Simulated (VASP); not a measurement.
Runs of VASP 6.6.1 on Pb. It takes space group P6_3/mmc (No. 194, hexagonal). The conventional cell has a = 3.472 Å, b = 3.472 Å, c = 5.997 Å, α = 90.00°, β = 90.00°, γ = 120.00°. Pb (site symmetry -6m2) has 12 Pb at 3.47 to 3.61 Å within 4.6 Å. 

| level | potentials or basis | k mesh | cutoff (eV) | smearing | gap on the mesh (eV) | pressure (GPa) |
| --- | --- | --- | --- | --- | --- | --- |
| PBE | VASP PAW PBE potentials, release 64 (Pb_d) | 6 × 6 × 4 | 520 | gaussian 0.1 eV | none | 1.3 |
| PBEsol | VASP PAW PBE potentials, release 64 (Pb_d) | 3 × 3 × 2 | 500 | methfessel-paxton 0.136057 eV | none | -2.7 |
| LDA | VASP PAW LDA potentials, release 64 (Pb_d) | 6 × 6 × 4 | 500 | gaussian 0.1 eV | none | -2.8 |
| PBE | VASP PAW PBE potentials, release 64 (Pb_d) | 6 × 6 × 4 | 520 | methfessel-paxton 0.272114 eV | none | (a) |
| PBE | VASP PAW PBE potentials, release 64 (Pb_d) | 6 × 6 × 4 | 500 | gaussian 0.026 eV | none | 1.3 |

Alike in all rows: task single point; no spin polarisation; cell as given.

Q: Estimate the missing entries.

A: (a) 1.1.

Caveats: some runs use coarse meshes; spin-orbit coupling is left out, which moves the levels of the heavy elements; the PAW data sets were made with another functional, which shifts forces and pressure a little (some runs).

A k mesh can miss the band edges, and the runs leave out spin-orbit coupling on Pb.

A gap of «none» marks levels without a gap at the run's occupations.
